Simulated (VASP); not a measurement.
# Sn3C5 (Im-3m) in VASP: a series of runs

Sn3C5 is run at these levels: PBE; tasks: single point, relaxation of cell and atoms.

Program: VASP 6.6.1. These are calculated values, not measurements. Logs are shortened: lines on timing, memory, paths and dates and some standing lists are left out, and cuts for length are marked.

## (1) The cell of the first run

It takes space group Im-3m (No. 229, cubic). The conventional cell has a = 5.930 Å, b = 5.930 Å, c = 5.930 Å, α = 90.00°, β = 90.00°, γ = 90.00°. Sn (site symmetry 4/mmm) has 10 C at 2.57 to 2.97 Å and 4 Sn at 2.97 Å within 3.4 Å. C (site symmetry m-3m) has 8 C at 2.57 Å and 6 Sn at 2.97 Å within 3.4 Å. C (site symmetry -3m) has 6 Sn at 2.57 Å and 8 C at 2.57 to 2.97 Å within 3.4 Å.

## (2) Single point, PBE

File INCAR:

```
PREC     = Accurate       # precision mode
ENCUT    = 520            # plane-wave cutoff, eV
EDIFF    = 1E-6           # SCF threshold, eV
ISMEAR   = 0              # smearing method
SIGMA    = 0.1            # smearing width, eV
LREAL    = F              # projectors in reciprocal space
LASPH    = T              # aspherical terms in the spheres
NELM     = 100            # most SCF steps
ALGO     = Normal         # electronic algorithm
ISIF     = 2              # what is computed and relaxed
LWAVE    = F              # write WAVECAR
LCHARG   = T              # write CHGCAR
GGA      = PE             # functional
LELF     = T              # ELF
LVHAR    = T            
NBANDS   = 41             # bands
```

File KPOINTS:

```
regular mesh
0
Gamma
  10 10 10
```

File POSCAR:

```
Sn3C5
1.0
   -2.9651279092      2.9651279092      2.9651279092
    2.9651279092     -2.9651279092      2.9651279092
    2.9651279092      2.9651279092     -2.9651279092
Sn C
3 5
Direct
    0.0000000000      0.5000000000      0.5000000000
    0.5000000000      0.5000000000      0.0000000000
    0.5000000000      0.0000000000      0.5000000000
    0.0000000000      0.0000000000      0.0000000000
    0.0000000000      0.0000000000      0.5000000000
    0.0000000000      0.5000000000      0.0000000000
    0.5000000000      0.0000000000      0.0000000000
    0.5000000000      0.5000000000      0.5000000000
```

Potentials or basis: VASP PAW PBE potentials, release 64 (Sn_d, C).

Command:

```console
> cat potpaw_PBE.64/Sn_d/POTCAR potpaw_PBE.64/C/POTCAR > POTCAR
> mpirun -np 1 vasp_std > vasp.out
```

OUTCAR:

```text
PREC = Accurate
   ENCUT = 520
   EDIFF = 1E-6
   ISMEAR = 0
   LREAL = F
   LASPH = T
   NELM = 100
   ISIF = 2
   GGA = PE

 ion  position               nearest neighbor table
   1  0.000  0.500  0.500-   5 2.57   6 2.57   7 2.57   8 2.57   6 2.57   5 2.57   8 2.57   7 2.57
                             2 2.97   2 2.97   3 2.97   3 2.97
   2  0.500  0.500  0.000-   5 2.57   6 2.57   7 2.57   8 2.57   8 2.57   7 2.57   6 2.57   5 2.57
                             3 2.97   1 2.97   1 2.97   3 2.97
   3  0.500  0.000  0.500-   5 2.57   6 2.57   7 2.57   8 2.57   7 2.57   8 2.57   5 2.57   6 2.57
                             2 2.97   1 2.97   1 2.97   2 2.97
   4  0.000  0.000  0.000-
   5  0.000  0.000  0.500-   1 2.57   2 2.57   3 2.57   1 2.57   3 2.57   2 2.57
   6  0.000  0.500  0.000-   1 2.57   2 2.57   3 2.57   1 2.57   2 2.57   3 2.57
   7  0.500  0.000  0.000-   1 2.57   2 2.57   3 2.57   3 2.57   2 2.57   1 2.57
   8  0.500  0.500  0.500-   1 2.57   2 2.57   3 2.57   2 2.57   3 2.57   1 2.57

  LATTYP: Found a body centered cubic cell.
 ALAT       =     5.9302558184

  Lattice vectors:

 A1 = (  -2.9651279092,   2.9651279092,   2.9651279092)
 A2 = (   2.9651279092,  -2.9651279092,   2.9651279092)
 A3 = (   2.9651279092,   2.9651279092,  -2.9651279092)

Analysis of symmetry for initial positions (statically):
=====================================================================
 Subroutine PRICEL returns:
 Original cell was already a primitive cell.

 Routine SETGRP: Setting up the symmetry group for a
 body centered cubic supercell.

 Subroutine GETGRP returns: Found 48 space group operations
 (whereof 48 operations were pure point group operations)
 out of a pool of 48 trial point group operations.

The static configuration has the point symmetry O_h .

Analysis of symmetry for dynamics (positions and initial velocities):
=====================================================================
 Subroutine PRICEL returns:
 Original cell was already a primitive cell.

 Routine SETGRP: Setting up the symmetry group for a
 body centered cubic supercell.

 Subroutine GETGRP returns: Found 48 space group operations
 (whereof 48 operations were pure point group operations)
 out of a pool of 48 trial point group operations.

The dynamic configuration has the point symmetry O_h .

 Subroutine INISYM returns: Found 48 space group operations
 (whereof 48 operations are pure point group operations),
 and found     1 'primitive' translations

----------------------------------------------------------------------------------------

                                     Primitive cell

  volume of cell :     104.2774

  direct lattice vectors                    reciprocal lattice vectors
    -2.965127909  2.965127909  2.965127909     0.000000000  0.168626790  0.168626790
     2.965127909 -2.965127909  2.965127909     0.168626790  0.000000000  0.168626790
     2.965127909  2.965127909 -2.965127909     0.168626790  0.168626790  0.000000000

  length of vectors
     5.135752190  5.135752190  5.135752190     0.238474293  0.238474293  0.238474293

  position of ions in fractional coordinates (direct lattice)
     0.000000000  0.500000000  0.500000000
     0.500000000  0.500000000  0.000000000
     0.500000000  0.000000000  0.500000000
     0.000000000  0.000000000  0.000000000
     0.000000000  0.000000000  0.500000000
     0.000000000  0.500000000  0.000000000
     0.500000000  0.000000000  0.000000000
     0.500000000  0.500000000  0.500000000

  ion indices of the primitive-cell ions
   primitive index   ion index
                 1           1
                 2           2
                 3           3
                 4           4
                 5           5
                 6           6
                 7           7
                 8           8

----------------------------------------------------------------------------------------

 KPOINTS: regular mesh

Automatic generation of k-mesh.
 Grid dimensions read from file:
 generate k-points for:   10   10   10

 Generating k-lattice:

  Cartesian coordinates                     Fractional coordinates (reciprocal lattice)
     0.000000000  0.016862679  0.016862679     0.100000000  0.000000000  0.000000000
     0.016862679  0.000000000  0.016862679     0.000000000  0.100000000  0.000000000
     0.016862679  0.016862679  0.000000000     0.000000000  0.000000000  0.100000000

  Length of vectors
     0.023847429  0.023847429  0.023847429

  Shift w.r.t. Gamma in fractional coordinates (k-lattice)
     0.000000000  0.000000000  0.000000000

 Subroutine IBZKPT returns following result:
 ===========================================

 Found     47 irreducible k-points:

 Following reciprocal coordinates:
            Coordinates               Weight
  0.000000  0.000000  0.000000      1.000000
  0.100000  0.000000  0.000000     12.000000
  0.200000  0.000000  0.000000     12.000000
  0.300000  0.000000  0.000000     12.000000
  0.400000  0.000000  0.000000     12.000000
  0.500000  0.000000  0.000000      6.000000
[... 16 lines left out ...]
  0.300000  0.300000  0.100000      8.000000
 -0.300000  0.300000  0.100000     24.000000
 [... further k-points ...]
   k-points           NKPTS =     47   k-points in BZ     NKDIM =     47   number of bands    NBANDS=     41
   number of dos      NEDOS =    301   number of ions     NIONS =      8
   total plane-waves  NPLWV =  64000
   dimension x,y,z NGX =    40 NGY =   40 NGZ =   40
   dimension x,y,z NGXF=    80 NGYF=   80 NGZF=   80
   ions per type =               3   5
   NGX,Y,Z   is equivalent  to a cutoff of  12.95, 12.95, 12.95 a.u.
   NGXF,Y,Z  is equivalent  to a cutoff of  25.90, 25.90, 25.90 a.u.
 SYSTEM =  unknown system
   PREC   = accura    normal or accurate (medium, high low for compatibility)
   ISTART =      0    job   : 0-new  1-cont  2-samecut
   ICHARG =      2    charge: 1-file 2-atom 10-const
   ISPIN  =      1    spin polarized calculation?
   LNONCOLLINEAR =      F non collinear calculations
   LSORBIT =      F    spin-orbit coupling
   LASPH  =      T    aspherical Exc in radial PAW
   ENCUT  =  520.0 eV  38.22 Ry    6.18 a.u.   9.55  9.55  9.55*2*pi/ulx,y,z
   NELM   =    100;   NELMIN=  2; NELMDL= -5     # of ELM steps
   EDIFF  = 0.1E-05   stopping-criterion for ELM
   LREAL  =      F    real-space projection
   EDIFFG = 0.1E-04   stopping-criterion for IOM
   NSW    =      0    number of steps for IOM
   IBRION =     -1    ionic relax: 0-MD 1-quasi-New 2-CG
   NFREE  =      0    steps in history (QN), initial steepest desc. (CG)
   ISIF   =      2    stress and relaxation
   ISYM   =      2    0-nonsym 1-usesym 2-fastsym
   POTIM  = 0.5000    time-step for ionic-motion
   TEBEG  =    0.0;   TEEND  =   0.0 temperature during run
   PSTRESS=    0.0 pullay stress
   NELECT =      62.0000    total number of electrons
   NUPDOWN=      -1.0000    fix difference up-down
   EMIN   =  10.00;   EMAX   =-10.00  energy-range for DOS
   EFERMI =   0.00;   METHOD = LEGACY
   ISMEAR =     0;   SIGMA  =   0.10  broadening in eV -4-tet -1-fermi 0-gaus
   EFERMI_NEDOS =   21; number of points for ismear=-14 and -15
   IALGO  =     38    algorithm
   IMIX   =      4    mixing-type and parameters
     AMIX     =   0.40;   BMIX     =  1.00
     AMIX_MAG =   1.60;   BMIX_MAG =  1.00
  volume/ion in A,a.u.               =      13.03        87.96
  Fermi-wavevector in a.u.,A,eV,Ry     =   1.376603  2.601402 25.783518  1.895035
  Thomas-Fermi vector in A             =   2.501832
   LORBIT       =      0    0 simple, 1 ext, 2 COOP (PROOUT), +10 PAW based schemes
   GGA     = PE    functional components
   LHFCALC =     F    Hartree Fock is set to
   AEXX    =    0.0000 exact exchange contribution
   IVDW    =     0    specifies the selected vdW correction
   LEPSILON=     F    determine dielectric tensor
   LRPA    =     F    only Hartree local field effects (RPA)
 non-spin polarized calculation
 Gauss-broadening in eV      SIGMA  =   0.10
  energy-cutoff  :      520.00
  volume of cell :      104.28
 maximum number of plane-waves:      2838
 NGX is ok and might be reduce to    40
   NGX = 19   NGY = 19   NGZ = 19

 number of electron      61.9999976 magnetization

 Free energy of the ion-electron system (eV)
  ---------------------------------------------------
  ext. energy  EPLUGINS =         0.00000000
  ---------------------------------------------------
  free energy    TOTEN  =       -35.46039184 eV

  energy without entropy =      -35.44050741  energy(sigma->0) =      -35.45044963

 E-fermi :   8.7723     XC(G=0): -11.7743

 val. band max:        8.7546093034   @ k =  -0.4000   0.5000   0.1000
 cond. band min:       8.7915120044   @ k =  -0.2000   0.2000   0.2000
 fundamental gap:      0.0369027010
 Fermi energy:         8.7723265255

 k-point     1 :       0.0000    0.0000    0.0000
  band No.  band energies     occupation
      1     -13.0509      2.00000
      2     -13.0509      2.00000
      3     -12.9179      2.00000
      4     -12.9179      2.00000
      5     -12.9179      2.00000
      6     -12.8183      2.00000
[... 33 lines left out ...]
     40      15.7035      0.00000
     41      15.7035      0.00000

 k-point     2 :       0.1000    0.0000    0.0000
  band No.  band energies     occupation
      1     -13.0470      2.00000
      2     -13.0381      2.00000
      3     -12.9134      2.00000
      4     -12.9118      2.00000
      5     -12.9095      2.00000
      6     -12.8140      2.00000
[... 33 lines left out ...]
     40      15.4992      0.00000
     41      15.6075      0.00000

 k-point     3 :       0.2000    0.0000    0.0000
  band No.  band energies     occupation
      1     -13.0369      2.00000
      2     -13.0009      2.00000
      3     -12.9010      2.00000
      4     -12.8946      2.00000
      5     -12.8853      2.00000
      6     -12.8008      2.00000
[... 875 lines left out ...]
      2     -12.8096      2.00000
      3     -12.7998      2.00000
      4     -12.7998      2.00000
      5     -12.7839      2.00000
      6     -12.7839      2.00000
[... 33 lines left out ...]
     40      13.2797      0.00000
     41      14.0735      0.00000

 k-point    24 :      -0.3000    0.3000    0.1000
  band No.  band energies     occupation
      1     -13.0360      2.00000
      2     -12.9349      2.00000
      3     -12.8888      2.00000
      4     -12.8607      2.00000
      5     -12.8470      2.00000
      6     -12.7637      2.00000
[... 33 lines left out ...]
     40      13.9667      0.00000
     41      14.5450      0.00000

 [... further k-points ...]

------------------------ aborting loop because EDIFF is reached ----------------------------------------

  FORCE on cell =-STRESS in cart. coord.  units (eV):
  Direction    XX          YY          ZZ          XY          YZ          ZX
  --------------------------------------------------------------------------------------
  -------------------------------------------------------------------------------------
  Total        0.0407237      0.0407237      0.0407237     -0.0000000     -0.0000000     -0.0000000
  in kB        0.6257023      0.6257023      0.6257023     -0.0000000     -0.0000000     -0.0000000
  external PRESSURE =       0.6257023 kB  Pullay stress =       0.0000000 kB

 VOLUME and BASIS-vectors are now :
 -----------------------------------------------------------------------------
  energy-cutoff  :      520.00
  volume of cell :      104.28
      direct lattice vectors                 reciprocal lattice vectors
    -2.965127909  2.965127909  2.965127909     0.000000000  0.168626790  0.168626790
     2.965127909 -2.965127909  2.965127909     0.168626790  0.000000000  0.168626790
     2.965127909  2.965127909 -2.965127909     0.168626790  0.168626790  0.000000000

 POSITION                                       TOTAL-FORCE (eV/Angst)
 -----------------------------------------------------------------------------------
      2.96513      0.00000      0.00000        -0.000000      0.000000      0.000000
      0.00000      0.00000      2.96513        -0.000000     -0.000000     -0.000000
      0.00000      2.96513      0.00000         0.000000      0.000000      0.000000
      0.00000      0.00000      0.00000        -0.000000      0.000000      0.000000
      1.48256      1.48256     -1.48256        -0.000000     -0.000000      0.000000
      1.48256     -1.48256      1.48256        -0.000000      0.000000      0.000000
     -1.48256      1.48256      1.48256        -0.000000     -0.000000     -0.000000
      1.48256      1.48256      1.48256        -0.000000      0.000000     -0.000000
 -----------------------------------------------------------------------------------
    total drift:                               -0.000000     -0.000000      0.000000

  FREE ENERGIE OF THE ION-ELECTRON SYSTEM (eV)
  ---------------------------------------------------
  free  energy   TOTEN  =       -35.4603918438 eV

  energy  without entropy=      -35.4405074098  energy(sigma->0) =      -35.45044963
```

Wall time 98 s (1 thread of Intel Xeon 6975P-C (Granite Rapids), shared host); peak memory 0.32 GiB.

Results:

| Item | Value |
| --- | --- |
| Free energy | -35.4604 eV |
| Pressure | 0.1 GPa |
| Band gap on the k mesh | zero (band 31 reaches 9.70 eV, above the bottom of band 32 at 7.82 eV) |

Caveat: spin-orbit coupling is left out, which moves the levels of the heavy elements.

## (3) Relaxation of cell and atoms, PBE

This run uses another cell than the first one, of 12.86 Å³/atom, 0.987 times its volume.

File INCAR:

```
ALGO     = Normal         # electronic algorithm
EDIFF    = 1E-6           # SCF threshold, eV
EDIFFG   = -0.01          # ionic threshold
ENCUT    = 600            # plane-wave cutoff, eV
GGA      = PE             # functional
IBRION   = 2              # ionic algorithm
ISIF     = 3              # what is computed and relaxed
ISMEAR   = 0              # smearing method
LASPH    = True           # aspherical terms in the spheres
LCHARG   = False          # write CHGCAR
LREAL    = False          # projectors in reciprocal space
LWAVE    = False          # write WAVECAR
NELM     = 100            # most SCF steps
NSW      = 100            # ionic steps
PREC     = Accurate       # precision mode
SIGMA    = 0.1            # smearing width, eV
```

File KPOINTS:

```
k-points
0
Gamma
  10 10 10
```

Edit POSCAR of step 2 so:

```diff
@@ -2,5 +2,5 @@
 1.0
-   -2.9651279092      2.9651279092      2.9651279092
-    2.9651279092     -2.9651279092      2.9651279092
-    2.9651279092      2.9651279092     -2.9651279092
+   -2.9520009746      2.9520009746      2.9520009746
+    2.9520009746     -2.9520009746      2.9520009746
+    2.9520009746      2.9520009746     -2.9520009746
 Sn C
```

Potentials or basis: VASP PAW PBE potentials, release 64 (Sn_d, C).

Command:

```console
> cat potpaw_PBE.64/Sn_d/POTCAR potpaw_PBE.64/C/POTCAR > POTCAR
> mpirun -np 1 vasp_std > vasp.out
```

It took 4.5 min on 1 thread of Intel Xeon 6975P-C (Granite Rapids), shared host; peak memory 0.37 GiB.

The run converged. Its results:

```yaml
Free_energy: -35.4603 eV
Relaxed_volume: 13.04 Å³/atom
Relaxed_cell: a = 5.137 Å, b = 5.137 Å, c = 5.137 Å, α = 109.47°, β = 109.47°, γ = 109.47°
Space_group_after_relaxing_to_0.05_Å: Im-3m (No. 229)
Energy_gained_by_relaxing: 0.9 meV/atom
Ionic_steps: 3
Pressure_after_relaxing: 0.0 GPa
Band_gap_on_the_k_mesh: zero (band 31 reaches 9.69 eV, above the bottom of band 32 at 7.81 eV)
```

Step by step:
```csv
step,energy change (eV),largest force (eV/Å),pressure (GPa),volume (Å³)
1,0.0000,0.0000,1.56,102.90
2,-0.0062,0.0000,-0.49,104.78
3,-0.0069,0.0000,0.00,104.32
```

Final structure:
```
Sn C
1.0
    -2.96558    2.96558    2.96558
     2.96558   -2.96558    2.96558
     2.96558    2.96558   -2.96558
Sn C
3 5
Direct
  0.00000 0.50000 0.50000
  0.50000 0.50000 0.00000
  0.50000 0.00000 0.50000
  0.00000 0.00000 0.00000
  0.00000 0.00000 0.50000
  0.00000 0.50000 0.00000
  0.50000 0.00000 0.00000
  0.50000 0.50000 0.50000
```

Levels at points of the mesh, in eV from the Fermi level:
| k point | band 27 | band 28 | band 29 | band 30 | band 31 | band 32 | band 33 | band 34 | band 35 | band 36 |
| --- | --- | --- | --- | --- | --- | --- | --- | --- | --- | --- |
| (0.00, 0.00, 0.00) | -4.62 | -4.62 | -1.61 | -0.95 | -0.95 | -0.95 | 1.19 | 1.19 | 2.00 | 3.41 |
| (0.50, 0.00, 0.00) | -2.60 | -1.43 | -1.02 | -0.72 | 0.08 | 0.28 | 0.40 | 0.62 | 2.25 | 2.54 |
| (0.50, 0.50, 0.50) | -0.96 | -0.96 | -0.96 | 0.93 | 0.93 | 0.93 | 1.31 | 1.31 | 1.31 | 1.85 |

Caveat: spin-orbit coupling is left out, which moves the levels of the heavy elements.

(Part 1 of 3 ends here.)
